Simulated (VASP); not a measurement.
# TiAl (Pm-3m) in VASP: single point with PBEsol

Aim: the single point of TiAl with PBEsol.

All numbers are computed with VASP 6.6.1; they aren't measurements. Logs are shortened: lines on timing, memory, paths and dates and some standing lists are left out, and cuts for length are marked.

### Step 1. The cell of the first run

Symmetry: Pm-3m, No. 221, cubic system. Conventional cell: a = 3.156 Å, b = 3.156 Å, c = 3.156 Å, α = 90.00°, β = 90.00°, γ = 90.00°. Ti (site symmetry m-3m) has 8 Al at 2.73 Å and 6 Ti at 3.16 Å within 3.6 Å. Within 3.6 Å of Al (site symmetry m-3m) lie 8 Ti at 2.73 Å and 6 Al at 3.16 Å.

### Step 2. Single point, PBEsol

Input file INCAR:

```
SYSTEM = TiAl
ALGO     = Normal         ! electronic algorithm
EDIFF    = 1E-6           ! SCF threshold, eV
ENCUT    = 500            ! plane-wave cutoff, eV
GGA      = PS             ! functional
GGA_COMPAT= .False.      
ISIF     = 2              ! what is computed and relaxed
ISMEAR   = 0              ! smearing method
LASPH    = .True.         ! aspherical terms in the spheres
LCHARG   = .True.         ! write CHGCAR
LELF     = .True.         ! ELF
LREAL    = .False.        ! projectors in reciprocal space
LVHAR    = .True.       
LWAVE    = .False.        ! write WAVECAR
NBANDS   = 32             ! bands
NELM     = 120            ! most SCF steps
PREC     = Accurate       ! precision mode
SIGMA    = 0.15           ! smearing width, eV
```

Input file KPOINTS:

```
k-points
0
Gamma
  14 14 5
  0 0 0
```

Input file POSCAR:

```
TiAl
1.0
    0.0000000000     -3.1560751060      0.0000000000
    0.0000000000      0.0000000000     -3.1560751060
    9.4682253181      0.0000000000      0.0000000000
Ti Al
3 3
Direct
    0.0000000000      0.0000000000      0.0000000000
    0.0000000000      0.0000000000      0.3333333333
    0.0000000000      0.0000000000      0.6666666667
    0.5000000000      0.5000000000      0.1666666667
    0.5000000000      0.5000000000      0.5000000000
    0.5000000000      0.5000000000      0.8333333333
```

Potentials or basis: VASP PAW PBE potentials, release 64 (Ti_sv, Al).

Run with:

```sh
$ cat potpaw_PBE.64/Ti_sv/POTCAR potpaw_PBE.64/Al/POTCAR > POTCAR
$ mpirun -np 1 vasp_std > vasp.out
```

OUTCAR:

```text
SYSTEM = TiAl
   EDIFF = 1E-6
   ENCUT = 500
   GGA = PS
   ISIF = 2
   ISMEAR = 0
   LASPH = .True.
   LREAL = .False.
   NELM = 120
   PREC = Accurate

 ion  position               nearest neighbor table
   1  0.000  0.000  0.000-   4 2.73   6 2.73   4 2.73   6 2.73   4 2.73   6 2.73   4 2.73   6 2.73

   2  0.000  0.000  0.333-   4 2.73   4 2.73   4 2.73   4 2.73   5 2.73   5 2.73   5 2.73   5 2.73

   3  0.000  0.000  0.667-   6 2.73   6 2.73   6 2.73   6 2.73   5 2.73   5 2.73   5 2.73   5 2.73

   4  0.500  0.500  0.167-   2 2.73   2 2.73   2 2.73   2 2.73   1 2.73   1 2.73   1 2.73   1 2.73
                             5 3.16   6 3.16
   5  0.500  0.500  0.500-   2 2.73   3 2.73   2 2.73   3 2.73   2 2.73   3 2.73   2 2.73   3 2.73
                             4 3.16   6 3.16
   6  0.500  0.500  0.833-   3 2.73   3 2.73   3 2.73   3 2.73   1 2.73   1 2.73   1 2.73   1 2.73
                             5 3.16   4 3.16

  LATTYP: Found a simple tetragonal cell.
 ALAT       =     3.1560751060
 C/A-ratio  =     3.0000000000

  Lattice vectors:

 A1 = (   0.0000000000,  -3.1560751060,   0.0000000000)
 A2 = (   0.0000000000,   0.0000000000,  -3.1560751060)
 A3 = (   9.4682253181,   0.0000000000,   0.0000000000)

Analysis of symmetry for initial positions (statically):
=====================================================================
 Subroutine PRICEL returns following result:

  LATTYP: Found a simple cubic cell.
 ALAT       =     3.1560751060

  Lattice vectors:

 A1 = (   0.0000000000,  -3.1560751060,   0.0000000000)
 A2 = (   0.0000000000,   0.0000000000,  -3.1560751060)
 A3 = (   3.1560751057,   0.0000000000,   0.0000000000)

   3 primitive cells build up your supercell.

 Routine SETGRP: Setting up the symmetry group for a
 simple tetragonal supercell.

 Subroutine GETGRP returns: Found 16 space group operations
 (whereof 16 operations were pure point group operations)
 out of a pool of 16 trial point group operations.

The static configuration has the point symmetry D_4h.

Analysis of symmetry for dynamics (positions and initial velocities):
=====================================================================
 Subroutine PRICEL returns following result:

  LATTYP: Found a simple cubic cell.
 ALAT       =     3.1560751060

  Lattice vectors:

 A1 = (   0.0000000000,  -3.1560751060,   0.0000000000)
 A2 = (   0.0000000000,   0.0000000000,  -3.1560751060)
 A3 = (   3.1560751057,   0.0000000000,   0.0000000000)

   3 primitive cells build up your supercell.

 Routine SETGRP: Setting up the symmetry group for a
 simple tetragonal supercell.

 Subroutine GETGRP returns: Found 16 space group operations
 (whereof 16 operations were pure point group operations)
 out of a pool of 16 trial point group operations.

The dynamic configuration has the point symmetry D_4h.

 Subroutine INISYM returns: Found 16 space group operations
 (whereof 16 operations are pure point group operations),
 and found     3 'primitive' translations

----------------------------------------------------------------------------------------

                                     Primitive cell

  volume of cell :      31.4371

  direct lattice vectors                    reciprocal lattice vectors
     0.000000000 -3.156075106  0.000000000     0.000000000 -0.316849240  0.000000000
     0.000000000  0.000000000 -3.156075106     0.000000000  0.000000000 -0.316849240
     3.156075106  0.000000000  0.000000000     0.316849240  0.000000000  0.000000000

  length of vectors
     3.156075106  3.156075106  3.156075106     0.316849240  0.316849240  0.316849240

  position of ions in fractional coordinates (direct lattice)
     0.000000000  0.000000000  0.000000000
     0.500000000  0.500000000  0.500000000

  ion indices of the primitive-cell ions
   primitive index   ion index
                 1           1
                 2           4

----------------------------------------------------------------------------------------

 KPOINTS: k-points

Automatic generation of k-mesh.
 Grid dimensions read from file:
 generate k-points for:   14   14    5

 Generating k-lattice:

  Cartesian coordinates                     Fractional coordinates (reciprocal lattice)
     0.000000000 -0.022632089  0.000000000     0.071428571  0.000000000  0.000000000
     0.000000000  0.000000000 -0.022632089     0.000000000  0.071428571  0.000000000
     0.021123283  0.000000000  0.000000000     0.000000000  0.000000000  0.200000000

  Length of vectors
     0.022632089  0.022632089  0.021123283

  Shift w.r.t. Gamma in fractional coordinates (k-lattice)
     0.000000000  0.000000000  0.000000000

 Subroutine IBZKPT returns following result:
 ===========================================

 Found    108 irreducible k-points:

 Following reciprocal coordinates:
            Coordinates               Weight
  0.000000  0.000000  0.000000      1.000000
  0.071429  0.000000  0.000000      4.000000
  0.142857  0.000000  0.000000      4.000000
  0.214286  0.000000  0.000000      4.000000
  0.285714  0.000000  0.000000      4.000000
  0.357143  0.000000  0.000000      4.000000
[... 16 lines left out ...]
  0.285714  0.214286  0.000000      8.000000
  0.357143  0.214286  0.000000      8.000000
 [... further k-points ...]
   k-points           NKPTS =    108   k-points in BZ     NKDIM =    108   number of bands    NBANDS=     32
   number of dos      NEDOS =    301   number of ions     NIONS =      6
   total plane-waves  NPLWV =  40320
   dimension x,y,z NGX =    24 NGY =   24 NGZ =   70
   dimension x,y,z NGXF=    48 NGYF=   48 NGZF=  140
   ions per type =               3   3
   NGX,Y,Z   is equivalent  to a cutoff of  12.64, 12.64, 12.29 a.u.
   NGXF,Y,Z  is equivalent  to a cutoff of  25.28, 25.28, 24.58 a.u.
 SYSTEM =  TiAl
   PREC   = accura    normal or accurate (medium, high low for compatibility)
   ISTART =      0    job   : 0-new  1-cont  2-samecut
   ICHARG =      2    charge: 1-file 2-atom 10-const
   ISPIN  =      1    spin polarized calculation?
   LNONCOLLINEAR =      F non collinear calculations
   LSORBIT =      F    spin-orbit coupling
   LASPH  =      T    aspherical Exc in radial PAW
   ENCUT  =  500.0 eV  36.75 Ry    6.06 a.u.   5.75  5.75 17.26*2*pi/ulx,y,z
   NELM   =    120;   NELMIN=  2; NELMDL= -5     # of ELM steps
   EDIFF  = 0.1E-05   stopping-criterion for ELM
   LREAL  =      F    real-space projection
[... 7 lines left out ...]
   TEBEG  =    0.0;   TEEND  =   0.0 temperature during run
   PSTRESS=    0.0 pullay stress
   NELECT =      45.0000    total number of electrons
   NUPDOWN=      -1.0000    fix difference up-down
   EMIN   =  10.00;   EMAX   =-10.00  energy-range for DOS
   EFERMI =   0.00;   METHOD = LEGACY
   ISMEAR =     0;   SIGMA  =   0.15  broadening in eV -4-tet -1-fermi 0-gaus
   EFERMI_NEDOS =   21; number of points for ismear=-14 and -15
   IALGO  =     38    algorithm
   IMIX   =      4    mixing-type and parameters
     AMIX     =   0.40;   BMIX     =  1.00
     AMIX_MAG =   1.60;   BMIX_MAG =  1.00
  volume/ion in A,a.u.               =      15.72       106.07
  Fermi-wavevector in a.u.,A,eV,Ry     =   1.279257  2.417446 22.265926  1.636499
  Thomas-Fermi vector in A             =   2.411753
   LORBIT       =      0    0 simple, 1 ext, 2 COOP (PROOUT), +10 PAW based schemes
   GGA     = PS    functional components
   LHFCALC =     F    Hartree Fock is set to
   AEXX    =    0.0000 exact exchange contribution
   IVDW    =     0    specifies the selected vdW correction
   LEPSILON=     F    determine dielectric tensor
   LRPA    =     F    only Hartree local field effects (RPA)
 non-spin polarized calculation
 Gauss-broadening in eV      SIGMA  =   0.15
  energy-cutoff  :      500.00
  volume of cell :       94.31
 maximum number of plane-waves:      2424
 NGX is ok and might be reduce to    24
   NGX = 11   NGY = 11   NGZ = 35

 number of electron      44.9999983 magnetization

 Free energy of the ion-electron system (eV)
  ---------------------------------------------------
  ext. energy  EPLUGINS =         0.00000000
  ---------------------------------------------------
  free energy    TOTEN  =       -38.94413660 eV

  energy without entropy =      -38.86478185  energy(sigma->0) =      -38.90445923

 E-fermi :   8.9114     XC(G=0): -11.2843

 val. band max:        8.9066220929   @ k =   0.2143   0.0000   0.0000
 cond. band min:       8.9142008988   @ k =   0.4286   0.2143   0.4000
 fundamental gap:      0.0075788059
 Fermi energy:         8.9114081081

 k-point     1 :       0.0000    0.0000    0.0000
  band No.  band energies     occupation
      1     -47.7092      2.00000
      2     -47.6967      2.00000
      3     -47.6967      2.00000
      4     -24.1518      2.00000
      5     -24.1518      2.00000
      6     -24.0099      2.00000
[... 24 lines left out ...]
     31      11.7434      0.00000
     32      11.7434      0.00000

 k-point     2 :       0.0714    0.0000    0.0000
  band No.  band energies     occupation
      1     -47.7084      2.00000
      2     -47.6958      2.00000
      3     -47.6958      2.00000
      4     -24.1505      2.00000
      5     -24.1505      2.00000
      6     -24.0188      2.00000
[... 24 lines left out ...]
     31      11.7879      0.00000
     32      11.7879      0.00000

 k-point     3 :       0.1429    0.0000    0.0000
  band No.  band energies     occupation
      1     -47.7061      2.00000
      2     -47.6936      2.00000
      3     -47.6936      2.00000
      4     -24.1472      2.00000
      5     -24.1471      2.00000
      6     -24.0453      2.00000
[... 24 lines left out ...]
     31      11.8840      0.00000
     32      11.8840      0.00000

 k-point     4 :       0.2143    0.0000    0.0000
  band No.  band energies     occupation
      1     -47.7027      2.00000
      2     -47.6903      2.00000
      3     -47.6903      2.00000
      4     -24.1422      2.00000
      5     -24.1422      2.00000
      6     -24.0833      2.00000
[... 654 lines left out ...]
     31      12.3239      0.00000
     32      12.5412      0.00000

 k-point    23 :       0.2857    0.2143    0.0000
  band No.  band energies     occupation
      1     -47.6926      2.00000
      2     -47.6805      2.00000
      3     -47.6804      2.00000
      4     -24.1280      2.00000
      5     -24.1280      2.00000
      6     -24.1164      2.00000
[... 24 lines left out ...]
     31      12.0689      0.00000
     32      12.6965      0.00000

 k-point    24 :       0.3571    0.2143    0.0000
  band No.  band energies     occupation
      1     -47.6893      2.00000
      2     -47.6772      2.00000
      3     -47.6772      2.00000
      4     -24.1530      2.00000
      5     -24.1351      2.00000
      6     -24.1351      2.00000
[... 24 lines left out ...]
     31      11.9279      0.00000
     32      12.5238      0.00000

 [... further k-points ...]
[... 5 lines left out ...]
  --------------------------------------------------------------------------------------
  -------------------------------------------------------------------------------------
  Total        0.0498111      0.0452190      0.0452190      0.0000000      0.0000000      0.0000000
  in kB        0.8462014      0.7681894      0.7681894      0.0000000      0.0000000      0.0000000
  external PRESSURE =       0.7941934 kB  Pullay stress =       0.0000000 kB

 VOLUME and BASIS-vectors are now :
 -----------------------------------------------------------------------------
  energy-cutoff  :      500.00
  volume of cell :       94.31
      direct lattice vectors                 reciprocal lattice vectors
     0.000000000 -3.156075106  0.000000000     0.000000000 -0.316849240  0.000000000
     0.000000000  0.000000000 -3.156075106     0.000000000  0.000000000 -0.316849240
     9.468225318  0.000000000  0.000000000     0.105616413  0.000000000  0.000000000

 POSITION                                       TOTAL-FORCE (eV/Angst)
 -----------------------------------------------------------------------------------
      0.00000      0.00000      0.00000         0.000000     -0.000000      0.000000
      3.15608      0.00000      0.00000         0.000000     -0.000000      0.000000
      6.31215      0.00000      0.00000         0.000000     -0.000000      0.000000
      1.57804     -1.57804     -1.57804        -0.000000      0.000000     -0.000000
      4.73411     -1.57804     -1.57804         0.000000      0.000000     -0.000000
      7.89019     -1.57804     -1.57804         0.000000     -0.000000      0.000000
 -----------------------------------------------------------------------------------
    total drift:                                0.000000     -0.000000     -0.000000

  FREE ENERGIE OF THE ION-ELECTRON SYSTEM (eV)
  ---------------------------------------------------
  free  energy   TOTEN  =       -38.9441365999 eV

  energy  without entropy=      -38.8647818507  energy(sigma->0) =      -38.90445923
```

Run time: 4.3 min. Hardware: 1 thread of AMD EPYC 7R13 (Zen 3), shared host; peak memory 0.33 GiB.

Results:

```
Free energy            : -38.9441 eV
Pressure               : 0.1 GPa
Band gap on the k mesh : zero (an odd number of electrons rules out a gap without spin polarisation)
```

Levels at points of the mesh, in eV from the Fermi level:
| k point | band 18 | band 19 | band 20 | band 21 | band 22 | band 23 | band 24 | band 25 | band 26 | band 27 |
| --- | --- | --- | --- | --- | --- | --- | --- | --- | --- | --- |
| (0.00, 0.00, 0.00) | -1.49 | -1.49 | -0.84 | -0.84 | 0.44 | 0.44 | 0.44 | 0.44 | 1.84 | 1.84 |
| (0.50, 0.00, 0.00) | -3.52 | -1.53 | -1.53 | -0.57 | -0.54 | -0.54 | 0.14 | 0.14 | 0.55 | 0.55 |
| (0.50, 0.50, 0.00) | -2.95 | -2.95 | -2.10 | -2.10 | -1.51 | 0.70 | 0.70 | 0.81 | 0.81 | 2.02 |

Caveat: the PAW data sets were made with another functional, which shifts forces and pressure a little.
